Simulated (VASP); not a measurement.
# C (P6_3/mmc) in VASP: further runs

Runs on C. Level: PBE. Tasks: single point.

The COD entry that gives the cell may itself be a prediction, so a difference from it is no test against experiment.

All numbers are computed with VASP 6.6.1; they aren't measurements. Logs are shortened: lines on timing, memory, paths and dates and some standing lists are left out, and cuts for length are marked.

### 1 The cell of the first run

The structure is hexagonal, space group P6_3/mmc (No. 194). The conventional cell has a = 2.476 Å, b = 2.476 Å, c = 11.808 Å, α = 90.00°, β = 90.00°, γ = 120.00°. Within 2.0 Å of C (site symmetry 3m) lie 4 C at 1.49 to 1.51 Å. Within 2.0 Å of C (site symmetry 3m) lie 4 C at 1.47 to 1.51 Å. Within 2.0 Å of C (site symmetry 3m) lie 4 C at 1.47 to 1.51 Å.

### 2 Single point, PBE

INCAR

```
SYSTEM = C
ALGO     = Normal         ! electronic algorithm
EDIFF    = 1E-7           ! SCF threshold, eV
ENCUT    = 520            ! plane-wave cutoff, eV
GGA      = PE             ! functional
ISIF     = 2              ! what is computed and relaxed
ISMEAR   = 0              ! smearing method
LASPH    = .TRUE.         ! aspherical terms in the spheres
LCHARG   = .FALSE.        ! write CHGCAR
LREAL    = .FALSE.        ! projectors in reciprocal space
LWAVE    = .FALSE.        ! write WAVECAR
NBANDS   = 36             ! bands
NELM     = 60             ! most SCF steps
PREC     = Accurate       ! precision mode
SIGMA    = 0.05           ! smearing width, eV
```

KPOINTS

```
k-points
0
G
  12 12 2
  0 0 0
```

POSCAR

```
C
1.0
    2.4764000000      0.0000000000      0.0000000000
   -1.2382000000      2.1446253099      0.0000000000
    0.0000000000      0.0000000000     11.8077000000
C
12
Direct
    0.0000000000      0.0000000000      0.1868593266
    0.0000000000      0.0000000000      0.6868593266
    0.0000000000      0.0000000000      0.3131406734
    0.0000000000      0.0000000000      0.8131406734
    0.3333333333      0.6666666667      0.5207665411
    0.6666666667      0.3333333333      0.0207665411
    0.3333333333      0.6666666667      0.9792334589
    0.6666666667      0.3333333333      0.4792334589
    0.3333333333      0.6666666667      0.6450950823
    0.6666666667      0.3333333333      0.1450950823
    0.3333333333      0.6666666667      0.8549049177
    0.6666666667      0.3333333333      0.3549049177
```

Potentials or basis: VASP PAW PBE potentials, release 64 (C).

Command:

```console
cat potpaw_PBE.64/C/POTCAR > POTCAR
mpirun -np 1 vasp_std > vasp.out
```

OUTCAR:

```text
SYSTEM = C
   EDIFF = 1E-7
   ENCUT = 520
   GGA = PE
   ISIF = 2
   ISMEAR = 0
   LASPH = .TRUE.
   LREAL = .FALSE.
   NELM = 60
   PREC = Accurate

 ion  position               nearest neighbor table
   1  0.000  0.000  0.187-   3 1.49  10 1.51  10 1.51  10 1.51
   2  0.000  0.000  0.687-   4 1.49   9 1.51   9 1.51   9 1.51
   3  0.000  0.000  0.313-   1 1.49  12 1.51  12 1.51  12 1.51
   4  0.000  0.000  0.813-   2 1.49  11 1.51  11 1.51  11 1.51
   5  0.333  0.667  0.521-   9 1.47   8 1.51   8 1.51   8 1.51
   6  0.667  0.333  0.021-  10 1.47   7 1.51   7 1.51   7 1.51
   7  0.333  0.667  0.979-  11 1.47   6 1.51   6 1.51   6 1.51
   8  0.667  0.333  0.479-  12 1.47   5 1.51   5 1.51   5 1.51
   9  0.333  0.667  0.645-   5 1.47   2 1.51   2 1.51   2 1.51
  10  0.667  0.333  0.145-   6 1.47   1 1.51   1 1.51   1 1.51
  11  0.333  0.667  0.855-   7 1.47   4 1.51   4 1.51   4 1.51
  12  0.667  0.333  0.355-   8 1.47   3 1.51   3 1.51   3 1.51

  LATTYP: Found a hexagonal cell.
 ALAT       =     2.4764000000
 C/A-ratio  =     4.7680907769

  Lattice vectors:

 A1 = (   2.4764000000,   0.0000000000,   0.0000000000)
 A2 = (  -1.2382000000,   2.1446253099,   0.0000000000)
 A3 = (   0.0000000000,   0.0000000000,  11.8077000000)

Analysis of symmetry for initial positions (statically):
=====================================================================
 Subroutine PRICEL returns:
 Original cell was already a primitive cell.

 Routine SETGRP: Setting up the symmetry group for a
 hexagonal supercell.

 Subroutine GETGRP returns: Found 24 space group operations
 (whereof 12 operations were pure point group operations)
 out of a pool of 24 trial point group operations.

The static configuration has the point symmetry D_3d.
 The point group associated with its full space group is D_6h.

Analysis of symmetry for dynamics (positions and initial velocities):
=====================================================================
 Subroutine PRICEL returns:
 Original cell was already a primitive cell.

 Routine SETGRP: Setting up the symmetry group for a
 hexagonal supercell.

 Subroutine GETGRP returns: Found 24 space group operations
 (whereof 12 operations were pure point group operations)
 out of a pool of 24 trial point group operations.

The dynamic configuration has the point symmetry D_3d.
 The point group associated with its full space group is D_6h.

 Subroutine INISYM returns: Found 24 space group operations
 (whereof 12 operations are pure point group operations),
 and found     1 'primitive' translations

----------------------------------------------------------------------------------------

                                     Primitive cell

  volume of cell :      62.7101

  direct lattice vectors                    reciprocal lattice vectors
     2.476400000  0.000000000  0.000000000     0.403811985  0.233140958  0.000000000
    -1.238200000  2.144625310  0.000000000     0.000000000  0.466281917  0.000000000
     0.000000000  0.000000000 11.807700000     0.000000000  0.000000000  0.084690499

  length of vectors
     2.476400000  2.476400000 11.807700000     0.466281917  0.466281917  0.084690499

  position of ions in fractional coordinates (direct lattice)
     0.000000000  0.000000000  0.186859327
     0.000000000  0.000000000  0.686859327
     0.000000000  0.000000000  0.313140673
     0.000000000  0.000000000  0.813140673
     0.333333333  0.666666667  0.520766541
     0.666666667  0.333333333  0.020766541
     0.333333333  0.666666667  0.979233459
     0.666666667  0.333333333  0.479233459
     0.333333333  0.666666667  0.645095082
     0.666666667  0.333333333  0.145095082
     0.333333333  0.666666667  0.854904918
     0.666666667  0.333333333  0.354904918

  ion indices of the primitive-cell ions
   primitive index   ion index
                 1           1
                 2           2
                 3           3
                 4           4
                 5           5
                 6           6
                 7           7
                 8           8
                 9           9
                10          10
                11          11
                12          12

----------------------------------------------------------------------------------------

 KPOINTS: k-points

Automatic generation of k-mesh.
 Grid dimensions read from file:
 generate k-points for:   12   12    2

 Generating k-lattice:

  Cartesian coordinates                     Fractional coordinates (reciprocal lattice)
     0.033650999  0.019428413  0.000000000     0.083333333 -0.000000000  0.000000000
     0.000000000  0.038856826  0.000000000     0.000000000  0.083333333  0.000000000
     0.000000000  0.000000000  0.042345249     0.000000000  0.000000000  0.500000000

  Length of vectors
     0.038856826  0.038856826  0.042345249

  Shift w.r.t. Gamma in fractional coordinates (k-lattice)
     0.000000000  0.000000000  0.000000000

 Subroutine IBZKPT returns following result:
 ===========================================

 Found     38 irreducible k-points:

 Following reciprocal coordinates:
            Coordinates               Weight
  0.000000  0.000000  0.000000      1.000000
  0.083333 -0.000000  0.000000      6.000000
  0.166667 -0.000000  0.000000      6.000000
  0.250000 -0.000000  0.000000      6.000000
  0.333333  0.000000  0.000000      6.000000
  0.416667 -0.000000  0.000000      6.000000
[... 16 lines left out ...]
  0.250000 -0.000000  0.500000      6.000000
  0.333333  0.000000  0.500000      6.000000
 [... further k-points ...]
   k-points           NKPTS =     38   k-points in BZ     NKDIM =     38   number of bands    NBANDS=     36
   number of dos      NEDOS =    301   number of ions     NIONS =     12
   total plane-waves  NPLWV =  29160
   dimension x,y,z NGX =    18 NGY =   18 NGZ =   90
   dimension x,y,z NGXF=    36 NGYF=   36 NGZF=  180
   ions per type =              12
   NGX,Y,Z   is equivalent  to a cutoff of  12.08, 12.08, 12.67 a.u.
   NGXF,Y,Z  is equivalent  to a cutoff of  24.17, 24.17, 25.34 a.u.
 SYSTEM =  C
   PREC   = accura    normal or accurate (medium, high low for compatibility)
   ISTART =      0    job   : 0-new  1-cont  2-samecut
   ICHARG =      2    charge: 1-file 2-atom 10-const
   ISPIN  =      1    spin polarized calculation?
   LNONCOLLINEAR =      F non collinear calculations
   LSORBIT =      F    spin-orbit coupling
   LASPH  =      T    aspherical Exc in radial PAW
   ENCUT  =  520.0 eV  38.22 Ry    6.18 a.u.   4.60  4.60 21.95*2*pi/ulx,y,z
   NELM   =     60;   NELMIN=  2; NELMDL= -5     # of ELM steps
   EDIFF  = 0.1E-06   stopping-criterion for ELM
   LREAL  =      F    real-space projection
   EDIFFG = 0.1E-05   stopping-criterion for IOM
   NSW    =      0    number of steps for IOM
   IBRION =     -1    ionic relax: 0-MD 1-quasi-New 2-CG
   NFREE  =      0    steps in history (QN), initial steepest desc. (CG)
   ISIF   =      2    stress and relaxation
   ISYM   =      2    0-nonsym 1-usesym 2-fastsym
   POTIM  = 0.5000    time-step for ionic-motion
   TEBEG  =    0.0;   TEEND  =   0.0 temperature during run
   PSTRESS=    0.0 pullay stress
   NELECT =      48.0000    total number of electrons
   NUPDOWN=      -1.0000    fix difference up-down
   EMIN   =  10.00;   EMAX   =-10.00  energy-range for DOS
   EFERMI =   0.00;   METHOD = LEGACY
   ISMEAR =     0;   SIGMA  =   0.05  broadening in eV -4-tet -1-fermi 0-gaus
   EFERMI_NEDOS =   21; number of points for ismear=-14 and -15
   IALGO  =     38    algorithm
   IMIX   =      4    mixing-type and parameters
     AMIX     =   0.40;   BMIX     =  1.00
     AMIX_MAG =   1.60;   BMIX_MAG =  1.00
  volume/ion in A,a.u.               =       5.23        35.27
  Fermi-wavevector in a.u.,A,eV,Ry     =   1.497532  2.829925 30.512447  2.242602
  Thomas-Fermi vector in A             =   2.609408
   LORBIT       =      0    0 simple, 1 ext, 2 COOP (PROOUT), +10 PAW based schemes
   GGA     = PE    functional components
   LHFCALC =     F    Hartree Fock is set to
   AEXX    =    0.0000 exact exchange contribution
   IVDW    =     0    specifies the selected vdW correction
   LEPSILON=     F    determine dielectric tensor
   LRPA    =     F    only Hartree local field effects (RPA)
 non-spin polarized calculation
 Gauss-broadening in eV      SIGMA  =   0.05
  energy-cutoff  :      520.00
  volume of cell :       62.71
 maximum number of plane-waves:      1712
   NGX =  9   NGY =  9   NGZ = 43

 number of electron      47.9999988 magnetization

 Free energy of the ion-electron system (eV)
  ---------------------------------------------------
  ext. energy  EPLUGINS =         0.00000000
  ---------------------------------------------------
  free energy    TOTEN  =      -108.05856468 eV

  energy without entropy =     -108.05856468  energy(sigma->0) =     -108.05856468

 E-fermi :  11.2980     XC(G=0): -13.6628

 val. band max:       11.0665492379   @ k =   0.0000   0.0000   0.0000
 cond. band min:      15.3884278023   @ k =   0.5000  -0.0000   0.0000
 fundamental gap:      4.3218785644
 Fermi energy:        11.2979537589

 k-point     1 :       0.0000    0.0000    0.0000
  band No.  band energies     occupation
      1     -11.6727      2.00000
      2     -10.8630      2.00000
      3     -10.7960      2.00000
      4      -8.3698      2.00000
      5      -8.3077      2.00000
      6      -4.9610      2.00000
[... 28 lines left out ...]
     35      19.1752      0.00000
     36      19.3480      0.00000
[... 866 lines left out ...]
      6      -3.9994      2.00000
[... 28 lines left out ...]
     35      21.4264      0.00000
     36      21.4264      0.00000

 [... further k-points ...]

------------------------ aborting loop because EDIFF is reached ----------------------------------------

  FORCE on cell =-STRESS in cart. coord.  units (eV):
  Direction    XX          YY          ZZ          XY          YZ          ZX
  --------------------------------------------------------------------------------------
  -------------------------------------------------------------------------------------
  Total       11.3735280     11.3735280     31.0858801      0.0000000      0.0000000      0.0000000
  in kB      290.5816948    290.5816948    794.2115837      0.0000000      0.0000000      0.0000000
  external PRESSURE =     458.4583244 kB  Pullay stress =       0.0000000 kB

 VOLUME and BASIS-vectors are now :
 -----------------------------------------------------------------------------
  energy-cutoff  :      520.00
  volume of cell :       62.71
      direct lattice vectors                 reciprocal lattice vectors
     2.476400000  0.000000000  0.000000000     0.403811985  0.233140958  0.000000000
    -1.238200000  2.144625310  0.000000000     0.000000000  0.466281917  0.000000000
     0.000000000  0.000000000 11.807700000     0.000000000  0.000000000  0.084690499

 POSITION                                       TOTAL-FORCE (eV/Angst)
 -----------------------------------------------------------------------------------
      0.00000      0.00000      2.20638        -0.000000      0.000000     -0.288853
      0.00000      0.00000      8.11023         0.000000     -0.000000     -0.288853
      0.00000      0.00000      3.69747        -0.000000      0.000000      0.288853
      0.00000      0.00000      9.60132         0.000000     -0.000000      0.288853
     -0.00000      1.42975      6.14906        -0.000000      0.000000     -0.387214
      1.23820      0.71488      0.24521        -0.000000      0.000000     -0.387214
     -0.00000      1.42975     11.56249         0.000000     -0.000000      0.387214
      1.23820      0.71488      5.65864        -0.000000     -0.000000      0.387214
     -0.00000      1.42975      7.61709        -0.000000      0.000000      0.261446
      1.23820      0.71488      1.71324         0.000000      0.000000      0.261446
     -0.00000      1.42975     10.09446        -0.000000     -0.000000     -0.261446
      1.23820      0.71488      4.19061         0.000000     -0.000000     -0.261446
 -----------------------------------------------------------------------------------
    total drift:                                0.000000     -0.000000      0.000000

  FREE ENERGIE OF THE ION-ELECTRON SYSTEM (eV)
  ---------------------------------------------------
  free  energy   TOTEN  =      -108.0585646822 eV

  energy  without entropy=     -108.0585646822  energy(sigma->0) =     -108.05856468
```

It took 36 s on 1 thread of Intel Xeon 6975P-C (Granite Rapids), shared host; peak memory 0.19 GiB.

Results:

- Free energy: -108.0586 eV
- Pressure: 45.8 GPa
- Largest force: 0.387 eV/Å
- Band gap on the k mesh: 4.32 eV, indirect (least direct gap 5.18 eV)

Forces in eV/Å, atoms in the order of the input:
```
C    0.000  0.000 -0.289
C    0.000  0.000 -0.289
C    0.000  0.000  0.289
C    0.000  0.000  0.289
C    0.000  0.000 -0.387
C    0.000  0.000 -0.387
C    0.000  0.000  0.387
C    0.000  0.000  0.387
C    0.000  0.000  0.261
C    0.000  0.000  0.261
C    0.000  0.000 -0.261
C    0.000  0.000 -0.261
```

Levels at points of the mesh, in eV from the valence-band top:
| k point | band 22 | band 23 | band 24 | band 25 | band 26 | band 27 |
| --- | --- | --- | --- | --- | --- | --- |
| (0.00, 0.00, 0.00) | -0.19 | 0.00 | 0.00 | 5.18 | 5.18 | 6.47 |
| (0.50, 0.00, 0.00) | -4.38 | -3.87 | -2.99 | 4.32 | 5.02 | 5.08 |
| (0.00, 0.00, 0.50) | -0.41 | -0.41 | -0.41 | 5.67 | 5.67 | 5.67 |
| (0.50, 0.00, 0.50) | -3.99 | -3.42 | -3.42 | 4.51 | 4.51 | 5.96 |

### 3 Single point, PBE

This run uses another cell than the first one, of 5.24 Å³/atom, 1.003 times its volume.

INCAR

```
ALGO = Normal ; EDIFF = 1E-7
ENCUT = 520 ; GGA = PE
ISIF = 2 ; ISMEAR = 0
LASPH = True ; LCHARG = True
LELF = True ; LREAL = False
LVHAR = True ; LWAVE = False
NBANDS = 36 ; NELM = 80
PREC = Accurate ; SIGMA = 0.05
```

KPOINTS

```
k-points
0
Gamma
  12 12 2
```

POSCAR, as its differences from that of step 2:

```diff
@@ -2,5 +2,5 @@
 1.0
-    2.4764000000      0.0000000000      0.0000000000
-   -1.2382000000      2.1446253099      0.0000000000
-    0.0000000000      0.0000000000     11.8077000000
+    2.3882000000      0.0000000000      0.0000000000
+   -1.1941000000      2.0682418693      0.0000000000
+    0.0000000000      0.0000000000     12.7398000000
 C
```

Potentials or basis: VASP PAW PBE potentials, release 64 (C).

Command:

```console
cat potpaw_PBE.64/C/POTCAR > POTCAR
mpirun -np 1 vasp_std > vasp.out
```

Run time: 42 s. Hardware: 1 thread of Intel Xeon 6975P-C (Granite Rapids), shared host; peak memory 0.19 GiB.

Results (log left out):

```yaml
Free_energy: -107.2174 eV
Pressure: 46.8 GPa
Largest_force: 0.354 eV/Å
Band_gap_on_the_k_mesh: 3.56 eV, direct
```

Forces in eV/Å, atoms in the order of the input:
```
C    0.000  0.000  0.349
C    0.000  0.000  0.349
C    0.000  0.000 -0.349
C    0.000  0.000 -0.349
C    0.000  0.000  0.354
C    0.000  0.000  0.354
C    0.000  0.000 -0.354
C    0.000  0.000 -0.354
C    0.000  0.000 -0.229
C    0.000  0.000 -0.229
C    0.000  0.000  0.229
C    0.000  0.000  0.229
```

Stress tensor (GPa, compression positive):
```
 82.48   0.00   0.00
  0.00  82.48   0.00
  0.00   0.00 -24.63
```

Levels at points of the mesh, in eV from the valence-band top:
```
           k point  band 21  band 22  band 23  band 24  band 25  band 26  band 27  band 28
(0.00, 0.00, 0.00)    -0.75    -0.48     0.00     0.00     3.56     6.42     6.42     7.32
(0.50, 0.00, 0.00)    -4.40    -4.38    -4.06    -3.49     4.61     5.69     5.80     6.15
(0.00, 0.00, 0.50)    -0.24    -0.24    -0.24    -0.24     5.13     5.13     6.73     6.73
(0.50, 0.00, 0.50)    -4.30    -4.30    -3.75    -3.75     4.83     4.83     5.97     5.97
```

### 4 Single point, PBE

This run uses another cell than the first one, of 5.24 Å³/atom, 1.003 times its volume.

INCAR

```
SYSTEM = C
ALGO     = Normal         ! electronic algorithm
EDIFF    = 1E-7           ! SCF threshold, eV
ENCUT    = 520            ! plane-wave cutoff, eV
GGA      = PE             ! functional
ISIF     = 2              ! what is computed and relaxed
ISMEAR   = 0              ! smearing method
LASPH    = .TRUE.         ! aspherical terms in the spheres
LCHARG   = .FALSE.        ! write CHGCAR
LREAL    = .FALSE.        ! projectors in reciprocal space
LWAVE    = .FALSE.        ! write WAVECAR
NBANDS   = 36             ! bands
NELM     = 60             ! most SCF steps
PREC     = Accurate       ! precision mode
SIGMA    = 0.05           ! smearing width, eV
```

KPOINTS

```
k-points
0
G
  12 12 2
  0 0 0
```

POSCAR, as its differences from that of step 3:

```diff
@@ -2,5 +2,5 @@
 1.0
-    2.3882000000      0.0000000000      0.0000000000
-   -1.1941000000      2.0682418693      0.0000000000
-    0.0000000000      0.0000000000     12.7398000000
+    2.4323000000      0.0000000000      0.0000000000
+   -1.2161500000      2.1064335896      0.0000000000
+    0.0000000000      0.0000000000     12.2737000000
 C
```

Command:

```console
cat potpaw_PBE.64/C/POTCAR > POTCAR
mpirun -np 1 vasp_std > vasp.out
```

Run time: 36 s. Hardware: 1 thread of Intel Xeon 6975P-C (Granite Rapids), shared host; peak memory 0.19 GiB.

The run converged. Its results:

| Quantity | Value |
| --- | --- |
| Free energy | -108.2283 eV |
| Pressure | 43.7 GPa |
| Largest force | 0.232 eV/Å |
| Band gap on the k mesh | 4.73 eV, indirect (least direct gap 5.14 eV) |

Forces on the atoms (eV/Å):
```
C    0.000  0.000  0.232
C    0.000  0.000  0.232
C    0.000  0.000 -0.232
C    0.000  0.000 -0.232
C    0.000  0.000  0.189
C    0.000  0.000  0.189
C    0.000  0.000 -0.189
C    0.000  0.000 -0.189
C    0.000  0.000 -0.157
C    0.000  0.000 -0.157
C    0.000  0.000  0.157
C    0.000  0.000  0.157
```

Stress tensor (GPa, compression positive):
```
54.55  0.00  0.00
 0.00 54.55  0.00
 0.00  0.00 21.94
```

Levels at points of the mesh, in eV from the valence-band top:
| k point | band 20 | band 21 | band 22 | band 23 | band 24 | band 25 | band 26 | band 27 | band 28 | band 29 |
| --- | --- | --- | --- | --- | --- | --- | --- | --- | --- | --- |
| (0.00, 0.00, 0.00) | -0.96 | -0.96 | -0.21 | 0.00 | 0.00 | 5.14 | 5.84 | 5.84 | 6.92 | 6.92 |
| (0.50, 0.00, 0.00) | -4.74 | -4.39 | -4.35 | -3.94 | -3.24 | 5.13 | 5.36 | 5.71 | 5.84 | 6.60 |
| (0.00, 0.00, 0.50) | -1.64 | -0.31 | -0.31 | -0.31 | -0.31 | 6.16 | 6.16 | 6.22 | 6.22 | 6.22 |
| (0.50, 0.00, 0.50) | -5.27 | -4.12 | -4.12 | -3.58 | -3.58 | 5.28 | 5.28 | 5.73 | 5.73 | 6.46 |

A k mesh can miss the band edges.

(Part 1 of 2 ends here.)
